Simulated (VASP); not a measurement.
A run of VASP 6.6.1:

Contents of POSCAR:

```
GaN
1.0
    0.0000000000      2.1085152339      2.1783070881
    2.1085152339      0.0000000000      2.1783070881
    2.1085152339      2.1085152339      0.0000000000
Ga N
1 1
Direct
    0.0000000000      0.0000000000      0.0000000000
    0.5000000000      0.5000000000      0.5000000000
```

INCAR.step1

```
SYSTEM = GaN
PREC = Accurate
ENCUT = 520
ISMEAR = 0
SIGMA = 0.01
LREAL = .False.
LASPH = .True.
NELM = 80
NBANDS = 16
GGA = PE
ALGO = Normal
EDIFF = 1E-4
LWAVE = .True.
LCHARG = .False.
```

INCAR.step2

```
SYSTEM = GaN
PREC = Accurate
ENCUT = 520
EDIFF = 1E-6
ISMEAR = 0
SIGMA = 0.01
LREAL = .False.
LASPH = .True.
NELM = 80
ALGO = Normal
ISIF = 2
LWAVE = .False.
LCHARG = .False.
METAGGA = R2SCAN
LMIXTAU = .True.
NBANDS = 16
ISTART = 1
```

KPOINTS

```
Automatic mesh
0
Gamma
  10 10 10
  0 0 0
```

Potentials or basis: VASP PAW PBE potentials, release 64 (Ga_d, N).

Run with:

```console
$ cat potpaw_PBE.64/Ga_d/POTCAR potpaw_PBE.64/N/POTCAR > POTCAR
$ cp INCAR.step1 INCAR
$ mpirun -np 1 vasp_std > vasp.out
$ cp INCAR.step2 INCAR
$ mpirun -np 1 vasp_std > vasp.out
```

Hardware: 1 thread of Intel(R) Xeon(R) 6975P-C (Granite Rapids), with other jobs on the host.

Task: Estimate the wall time of this run.

Result: Run time: 40 s on 1 thread of Intel(R) Xeon(R) 6975P-C (Granite Rapids), with other jobs on the host, peak memory 0.16 GiB. Counts: k points 102.
